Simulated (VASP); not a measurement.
# BeTe (F-43m) in VASP: further runs

BeTe is run at these levels: r2SCAN; tasks: single point.

All numbers are computed with VASP 6.6.1; they aren't measurements. Logs are shortened: lines on timing, memory, paths and dates and some standing lists are left out, and cuts for length are marked.

### 1 The cell of the first run

It takes space group F-43m (No. 216, cubic). Conventional cell: a = 5.768 Å, b = 5.768 Å, c = 5.768 Å, α = 90.00°, β = 90.00°, γ = 90.00°. Be (site symmetry -43m) has 4 Te at 2.50 Å within 3.3 Å. Within 3.3 Å of Te (site symmetry -43m) lie 4 Be at 2.50 Å.

### 2 Single point, r2SCAN (volume changed by +6%)

File POSCAR:

```
BeTe
1.0
    0.0000000000      2.8841009165      2.8841009165
    2.8841009165      0.0000000000      2.8841009165
    2.8841009165      2.8841009165      0.0000000000
Be Te
1 1
Direct
    0.0000000000      0.0000000000      0.0000000000
    0.2500000000      0.2500000000      0.2500000000
```

File INCAR.step1:

```
ALGO = Normal ; EDIFF = 1E-4
ENCUT = 520 ; GGA = PE
ISMEAR = 0 ; LASPH = T
LCHARG = F ; LREAL = F
LWAVE = T ; NBANDS = 11
NELM = 60 ; PREC = Accurate
SIGMA = 0.01
```

File INCAR.step2:

```
ALGO = Normal ; EDIFF = 1E-6
ENCUT = 520 ; ISIF = 2
ISMEAR = 0 ; ISTART = 1
LASPH = T ; LCHARG = F
LMIXTAU = T ; LREAL = F
LWAVE = F ; METAGGA = R2SCAN
NBANDS = 11 ; NELM = 60
PREC = Accurate ; SIGMA = 0.01
```

File KPOINTS:

```
k-points
0
Gamma
  6 6 6
```

Potentials or basis: VASP PAW PBE potentials, release 64 (Be, Te).

Command:

```console
> cat potpaw_PBE.64/Be/POTCAR potpaw_PBE.64/Te/POTCAR > POTCAR
> cp INCAR.step1 INCAR
> mpirun -np 1 vasp_std > vasp.out
> cp INCAR.step2 INCAR
> mpirun -np 1 vasp_std > vasp.out
```

OUTCAR:

```text
EDIFF = 1E-6
   ENCUT = 520
   ISIF = 2
   ISMEAR = 0
   ISTART = 1
   LASPH = T
   LREAL = F
   METAGGA = R2SCAN
   NELM = 60
   PREC = Accurate

 ion  position               nearest neighbor table
   1  0.000  0.000  0.000-   2 2.50   2 2.50   2 2.50   2 2.50
   2  0.250  0.250  0.250-   1 2.50   1 2.50   1 2.50   1 2.50

  LATTYP: Found a face centered cubic cell.
 ALAT       =     5.7682018330

  Lattice vectors:

 A1 = (   0.0000000000,   2.8841009165,   2.8841009165)
 A2 = (   2.8841009165,   0.0000000000,   2.8841009165)
 A3 = (   2.8841009165,   2.8841009165,   0.0000000000)

Analysis of symmetry for initial positions (statically):
=====================================================================
 Subroutine PRICEL returns:
 Original cell was already a primitive cell.

 Routine SETGRP: Setting up the symmetry group for a
 face centered cubic supercell.

 Subroutine GETGRP returns: Found 24 space group operations
 (whereof 24 operations were pure point group operations)
 out of a pool of 48 trial point group operations.

The static configuration has the point symmetry T_d .

Analysis of symmetry for dynamics (positions and initial velocities):
=====================================================================
 Subroutine PRICEL returns:
 Original cell was already a primitive cell.

 Routine SETGRP: Setting up the symmetry group for a
 face centered cubic supercell.

 Subroutine GETGRP returns: Found 24 space group operations
 (whereof 24 operations were pure point group operations)
 out of a pool of 48 trial point group operations.

The dynamic configuration has the point symmetry T_d .

 Subroutine INISYM returns: Found 24 space group operations
 (whereof 24 operations are pure point group operations),
 and found     1 'primitive' translations

----------------------------------------------------------------------------------------

                                     Primitive cell

  volume of cell :      47.9801

  direct lattice vectors                    reciprocal lattice vectors
     0.000000000  2.884100917  2.884100917    -0.173364253  0.173364253  0.173364253
     2.884100917  0.000000000  2.884100917     0.173364253 -0.173364253  0.173364253
     2.884100917  2.884100917  0.000000000     0.173364253  0.173364253 -0.173364253

  length of vectors
     4.078734631  4.078734631  4.078734631     0.300275694  0.300275694  0.300275694

  position of ions in fractional coordinates (direct lattice)
     0.000000000  0.000000000  0.000000000
[... 76 lines left out ...]
   ISYM   =      2    0-nonsym 1-usesym 2-fastsym
   POTIM  = 0.5000    time-step for ionic-motion
   TEBEG  =    0.0;   TEEND  =   0.0 temperature during run
   PSTRESS=    0.0 pullay stress
   NELECT =       8.0000    total number of electrons
   NUPDOWN=      -1.0000    fix difference up-down
   EMIN   =  10.00;   EMAX   =-10.00  energy-range for DOS
   EFERMI =   0.00;   METHOD = LEGACY
   ISMEAR =     0;   SIGMA  =   0.01  broadening in eV -4-tet -1-fermi 0-gaus
   EFERMI_NEDOS =   21; number of points for ismear=-14 and -15
   IALGO  =     38    algorithm
   IMIX   =      4    mixing-type and parameters
     AMIX     =   0.40;   BMIX     =  1.00
     AMIX_MAG =   1.60;   BMIX_MAG =  1.00
  volume/ion in A,a.u.               =      23.99       161.89
  Fermi-wavevector in a.u.,A,eV,Ry     =   0.901054  1.702746 11.046559  0.811899
  Thomas-Fermi vector in A             =   2.024088
   LORBIT       =      0    0 simple, 1 ext, 2 COOP (PROOUT), +10 PAW based schemes
   METAGGA = R2SCAN    functional components
   LHFCALC =     F    Hartree Fock is set to
   AEXX    =    0.0000 exact exchange contribution
   IVDW    =     0    specifies the selected vdW correction
   LEPSILON=     F    determine dielectric tensor
   LRPA    =     F    only Hartree local field effects (RPA)
 non-spin polarized calculation
 Gauss-broadening in eV      SIGMA  =   0.01
  energy-cutoff  :      520.00
  volume of cell :       47.98
 maximum number of plane-waves:      1308
   NGX = 15   NGY = 15   NGZ = 15

 number of electron       8.0000000 magnetization

 Free energy of the ion-electron system (eV)
  ---------------------------------------------------
  ext. energy  EPLUGINS =         0.00000000
  ---------------------------------------------------
  free energy    TOTEN  =       -30.65563210 eV

  energy without entropy =      -30.65563210  energy(sigma->0) =      -30.65563210

 E-fermi :   4.2176     XC(G=0):  -9.1812

 val. band max:        4.1556807878   @ k =   0.0000   0.0000   0.0000
 cond. band min:       6.6578146290   @ k =   0.5000   0.5000   0.0000
 fundamental gap:      2.5021338412
 Fermi energy:         4.2175969628

 k-point     1 :       0.0000    0.0000    0.0000
  band No.  band energies     occupation
      1      -8.1572      2.00000
      2       4.1557      2.00000
      3       4.1557      2.00000
      4       4.1557      2.00000
      5       8.1178      0.00000
      6       8.2370      0.00000
      7       8.2371      0.00000
      8       8.2371      0.00000
      9      13.0503      0.00000
     10      14.7616      0.00000
     11      14.7616      0.00000
[... 197 lines left out ...]
 k-point    16 :      -0.3333    0.5000    0.1667
  band No.  band energies     occupation
      1      -6.4103      2.00000
      2      -0.4900      2.00000
      3       0.9861      2.00000
      4       1.2984      2.00000
      5       8.3213      0.00000
      6       8.8300      0.00000
      7      11.9086      0.00000
      8      12.1215      0.00000
      9      15.5026      0.00000
     10      16.2989      0.00000
     11      17.4680      0.00000

------------------------ aborting loop because EDIFF is reached ----------------------------------------

  FORCE on cell =-STRESS in cart. coord.  units (eV):
  Direction    XX          YY          ZZ          XY          YZ          ZX
  --------------------------------------------------------------------------------------
  -------------------------------------------------------------------------------------
  Total       -0.8822452     -0.8822452     -0.8822452     -0.0000000      0.0000000     -0.0000000
  in kB      -29.4603916    -29.4603916    -29.4603916     -0.0000000      0.0000000     -0.0000000
  external PRESSURE =     -29.4603916 kB  Pullay stress =       0.0000000 kB

 VOLUME and BASIS-vectors are now :
 -----------------------------------------------------------------------------
  energy-cutoff  :      520.00
  volume of cell :       47.98
      direct lattice vectors                 reciprocal lattice vectors
     0.000000000  2.884100917  2.884100917    -0.173364253  0.173364253  0.173364253
     2.884100917  0.000000000  2.884100917     0.173364253 -0.173364253  0.173364253
     2.884100917  2.884100917  0.000000000     0.173364253  0.173364253 -0.173364253

 POSITION                                       TOTAL-FORCE (eV/Angst)
 -----------------------------------------------------------------------------------
      0.00000      0.00000      0.00000         0.000000      0.000000      0.000000
      1.44205      1.44205      1.44205        -0.000000     -0.000000     -0.000000
 -----------------------------------------------------------------------------------
    total drift:                                0.000000      0.000000      0.000000

  FREE ENERGIE OF THE ION-ELECTRON SYSTEM (eV)
  ---------------------------------------------------
  free  energy   TOTEN  =       -30.6556320967 eV

  energy  without entropy=      -30.6556320967  energy(sigma->0) =      -30.65563210
```

OUTCAR.step1:

```text
EDIFF = 1E-4
   ENCUT = 520
   GGA = PE
   ISMEAR = 0
   LASPH = T
[... 433 lines left out ...]
 -----------------------------------------------------------------------------------
      0.00000      0.00000      0.00000         0.000000      0.000000      0.000000
      1.44205      1.44205      1.44205        -0.000000     -0.000000     -0.000000
 -----------------------------------------------------------------------------------
    total drift:                                0.000000      0.000000      0.000000

  FREE ENERGIE OF THE ION-ELECTRON SYSTEM (eV)
  ---------------------------------------------------
  free  energy   TOTEN  =        -7.5981831040 eV

  energy  without entropy=       -7.5981831040  energy(sigma->0) =       -7.59818310
```

OSZICAR.step1:

```text
N       E                     dE             d eps       ncg     rms          rms(c)
DAV:   1     0.187708185959E+02    0.18771E+02   -0.33249E+03   352   0.585E+02
DAV:   2    -0.651944770792E+01   -0.25290E+02   -0.24417E+02   470   0.880E+01
DAV:   3    -0.766657871695E+01   -0.11471E+01   -0.11452E+01   450   0.202E+01
DAV:   4    -0.768195194644E+01   -0.15373E-01   -0.15371E-01   396   0.265E+00
DAV:   5    -0.768229594016E+01   -0.34399E-03   -0.34399E-03   487   0.396E-01    0.369E+00
DAV:   6    -0.761772317049E+01    0.64573E-01   -0.68862E-02   382   0.105E+00    0.224E+00
DAV:   7    -0.759706642348E+01    0.20657E-01   -0.74670E-02   406   0.120E+00    0.348E-01
DAV:   8    -0.759787943194E+01   -0.81301E-03   -0.46973E-03   396   0.384E-01    0.623E-02
DAV:   9    -0.759812647646E+01   -0.24704E-03   -0.28126E-04   419   0.983E-02    0.228E-02
DAV:  10    -0.759818310404E+01   -0.56628E-04   -0.67869E-05   391   0.417E-02
   1 F= -.75981831E+01 E0= -.75981831E+01  d E =-.117046E-46
```

Run time: 29 s. Hardware: 1 thread of Intel Xeon Platinum 8375C at 2.90GHz (Ice Lake), shared host; peak memory 0.17 GiB.

Results:

```yaml
Free_energy: -30.6556 eV
Pressure: -2.9 GPa
Band_gap_on_the_k_mesh: 2.50 eV, indirect (least direct gap 3.96 eV)
```

Levels at points of the mesh, in eV from the valence-band top:
```csv
k point,band 1,band 2,band 3,band 4,band 5,band 6,band 7,band 8
"(0.00, 0.00, 0.00)",-12.31,0.00,0.00,0.00,3.96,4.08,4.08,4.08
"(0.50, 0.00, 0.00)",-11.05,-5.31,-1.05,-1.05,3.35,5.05,5.05,8.46
"(0.50, 0.50, 0.00)",-10.59,-4.96,-2.48,-2.48,2.50,3.08,10.11,10.11
```

Caveat: the cell differs from its parent crystal (volume changed by +6%); the PAW data sets were made with another functional, which shifts forces and pressure a little; spin-orbit coupling is left out, which moves the levels of the heavy elements. A k mesh can miss the band edges.

### 3 Single point, r2SCAN

This run uses another cell than the first one, of 22.63 Å³/atom, 0.943 times its volume.

File POSCAR:

```
BeTe
1.0
    0.0000000000      2.8286236236      2.8286236236
    2.8286236236      0.0000000000      2.8286236236
    2.8286236236      2.8286236236      0.0000000000
Be Te
1 1
Direct
    0.0000000000      0.0000000000      0.0000000000
    0.2500000000      0.2500000000      0.2500000000
```

File INCAR.step1:

```
SYSTEM = BeTe
PREC     = Accurate       ! precision mode
ENCUT    = 520            ! plane-wave cutoff, eV
ISMEAR   = 0              ! smearing method
SIGMA    = 0.01           ! smearing width, eV
LREAL    = .FALSE.        ! projectors in reciprocal space
LASPH    = .TRUE.         ! aspherical terms in the spheres
NELM     = 60             ! most SCF steps
NBANDS   = 11             ! bands
GGA      = PE             ! functional
ALGO     = Normal         ! electronic algorithm
EDIFF    = 1E-4           ! SCF threshold, eV
LWAVE    = .TRUE.         ! write WAVECAR
LCHARG   = .FALSE.        ! write CHGCAR
```

File INCAR.step2:

```
SYSTEM = BeTe
PREC     = Accurate       ! precision mode
ENCUT    = 520            ! plane-wave cutoff, eV
EDIFF    = 1E-6           ! SCF threshold, eV
ISMEAR   = 0              ! smearing method
SIGMA    = 0.01           ! smearing width, eV
LREAL    = .FALSE.        ! projectors in reciprocal space
LASPH    = .TRUE.         ! aspherical terms in the spheres
NELM     = 60             ! most SCF steps
ALGO     = Normal         ! electronic algorithm
ISIF     = 2              ! what is computed and relaxed
LWAVE    = .FALSE.        ! write WAVECAR
LCHARG   = .TRUE.         ! write CHGCAR
METAGGA  = R2SCAN         ! meta-GGA
LMIXTAU  = .TRUE.       
LELF     = .TRUE.         ! ELF
LVHAR    = .TRUE.       
NBANDS   = 11             ! bands
ISTART   = 1
```

File KPOINTS:

```
regular mesh
0
G
  8 8 8
  0 0 0
```

Potentials or basis: VASP PAW PBE potentials, release 64 (Be, Te).

Command:

```console
> cat potpaw_PBE.64/Be/POTCAR potpaw_PBE.64/Te/POTCAR > POTCAR
> cp INCAR.step1 INCAR
> mpirun -np 1 vasp_std > vasp.out
> cp INCAR.step2 INCAR
> mpirun -np 1 vasp_std > vasp.out
```

OUTCAR:

```text
SYSTEM = BeTe
   PREC = Accurate
   ENCUT = 520
   EDIFF = 1E-6
   ISMEAR = 0
   LREAL = .FALSE.
   LASPH = .TRUE.
   NELM = 60
   ISIF = 2
   METAGGA = R2SCAN
   ISTART = 1

 ion  position               nearest neighbor table
   1  0.000  0.000  0.000-   2 2.45   2 2.45   2 2.45   2 2.45
   2  0.250  0.250  0.250-   1 2.45   1 2.45   1 2.45   1 2.45

  LATTYP: Found a face centered cubic cell.
 ALAT       =     5.6572472472

  Lattice vectors:

 A1 = (   0.0000000000,   2.8286236236,   2.8286236236)
 A2 = (   2.8286236236,   0.0000000000,   2.8286236236)
 A3 = (   2.8286236236,   2.8286236236,   0.0000000000)
[... 514 lines left out ...]
      8      13.1726      0.00000
      9      13.8239      0.00000
     10      17.0679      0.00000
     11      17.4346      0.00000

 [... further k-points ...]
[... 5 lines left out ...]
  --------------------------------------------------------------------------------------
  -------------------------------------------------------------------------------------
  Total        0.0462696      0.0462696      0.0462696      0.0000000     -0.0000000      0.0000000
  in kB        1.6377622      1.6377622      1.6377622      0.0000000     -0.0000000      0.0000000
  external PRESSURE =       1.6377622 kB  Pullay stress =       0.0000000 kB

 VOLUME and BASIS-vectors are now :
 -----------------------------------------------------------------------------
  energy-cutoff  :      520.00
  volume of cell :       45.26
      direct lattice vectors                 reciprocal lattice vectors
     0.000000000  2.828623624  2.828623624    -0.176764415  0.176764415  0.176764415
     2.828623624  0.000000000  2.828623624     0.176764415 -0.176764415  0.176764415
     2.828623624  2.828623624  0.000000000     0.176764415  0.176764415 -0.176764415

 POSITION                                       TOTAL-FORCE (eV/Angst)
 -----------------------------------------------------------------------------------
      0.00000      0.00000      0.00000        -0.000000     -0.000000     -0.000000
      1.41431      1.41431      1.41431         0.000000      0.000000      0.000000
 -----------------------------------------------------------------------------------
    total drift:                                0.000000      0.000000      0.000000

  FREE ENERGIE OF THE ION-ELECTRON SYSTEM (eV)
  ---------------------------------------------------
  free  energy   TOTEN  =       -30.6849179981 eV

  energy  without entropy=      -30.6849179981  energy(sigma->0) =      -30.68491800
```

It took 48 s on 1 thread of Intel Xeon Platinum 8375C at 2.90GHz (Ice Lake), shared host; peak memory 0.17 GiB.

What came out:

```yaml
Free_energy: -30.6849 eV
Pressure: 0.2 GPa
Band_gap_on_the_k_mesh: 2.37 eV, indirect (least direct gap 4.03 eV)
```

Caveat: the PAW data sets were made with another functional, which shifts forces and pressure a little; spin-orbit coupling is left out, which moves the levels of the heavy elements. A k mesh can miss the band edges.
